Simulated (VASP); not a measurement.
Here is a VASP 6.6.1 calculation.

The input POSCAR:

```
GaP
1.0
    0.0000000000      2.7253992957      2.7253992957
    2.7253992957      0.0000000000      2.7253992957
    2.7253992957      2.7253992957      0.0000000000
Ga P
1 1
Direct
    0.0000000000      0.0000000000      0.0000000000
    0.2500000000      0.2500000000      0.2500000000
```

Contents of INCAR.step1:

```
SYSTEM = GaP
PREC = Accurate
ENCUT = 520
EDIFF = 1E-5
ISMEAR = 0
SIGMA = 0.01
LREAL = .FALSE.
LASPH = .TRUE.
NELM = 100
ALGO = Normal
ISIF = 2
LWAVE = .TRUE.
LCHARG = .FALSE.
GGA = PE
NBANDS = 16
LUSENCCL = .FALSE.
```

Contents of INCAR.step2:

```
SYSTEM = GaP
PREC = Accurate
ENCUT = 520
EDIFF = 1E-7
ISMEAR = 0
SIGMA = 0.01
LREAL = .FALSE.
LASPH = .TRUE.
NELM = 100
ALGO = Normal
ISIF = 2
LWAVE = .FALSE.
LCHARG = .FALSE.
GGA = PE
LHFCALC = .TRUE.
HFSCREEN = 0.2079
PRECFOCK = Normal
ISTART = 1
NBANDS = 16
LUSENCCL = .FALSE.
```

Contents of KPOINTS:

```
Automatic mesh
0
G
  6 6 6
  0 0 0
```

Potentials or basis: VASP PAW PBE potentials, release 64 (Ga_d, P).

Launch:

```sh
$ cat potpaw_PBE.64/Ga_d/POTCAR potpaw_PBE.64/P/POTCAR > POTCAR
$ cp INCAR.step1 INCAR
$ mpirun -np 1 vasp_std > vasp.out
$ cp INCAR.step2 INCAR
$ mpirun -np 1 vasp_std > vasp.out
```

(1) What does it give for the pressure?

(2) Predict the band gap on the k mesh.

Results:

(1) 0.5 GPa.

(2) 2.29 eV (least direct gap 2.79 eV).

Caveat: the PAW data sets were made with another functional, which shifts forces and pressure a little.
